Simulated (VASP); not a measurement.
A run of VASP 6.6.1 is set up as follows.

The input INCAR:

```
PREC = Accurate ; ENCUT = 520
EDIFF = 1E-6 ; ISMEAR = 0
SIGMA = 0.1 ; LREAL = F
LASPH = T ; NELM = 60
ALGO = Fast ; ISIF = 2
LWAVE = F ; LCHARG = F
GGA = PE ; NBANDS = 40
```

File KPOINTS:

```
Automatic mesh
0
Gamma
  4 4 4
```

File POSCAR:

```
In2Ga3
1.0
   -2.6779809900      2.6779809900      2.7403715900
    2.6779809900     -2.6779809900      2.7403715900
    2.6779809900      2.6779809900     -2.7403715900
In Ga
2 3
Direct
    0.5000000000      0.0000000000      0.5000000000
    0.0000000000      0.5000000000      0.5000000000
    0.3132858800      0.3132858800      0.0000000000
    0.6867141200      0.6867141200      0.0000000000
    0.0000000000      0.0000000000      0.0000000000
```

Potentials or basis: VASP PAW PBE potentials, release 64 (In_d, Ga_d).

Command:

```sh
$ cat potpaw_PBE.64/In_d/POTCAR potpaw_PBE.64/Ga_d/POTCAR > POTCAR
$ mpirun -np 1 vasp_std > vasp.out
```

Q: Predict the pressure.

A: 86.2 GPa.

Q: What does it give for the largest force?

A: 17.191 eV/Å.

Stress tensor (GPa, compression positive):
```
 24.85   0.00   0.00
  0.00  24.85   0.00
  0.00   0.00 208.86
```

Caveat: the k points lie up to 0.41 Å⁻¹ apart; forces of over 1 eV/Å act on the atoms, so gaps and moduli don't describe the material at rest.
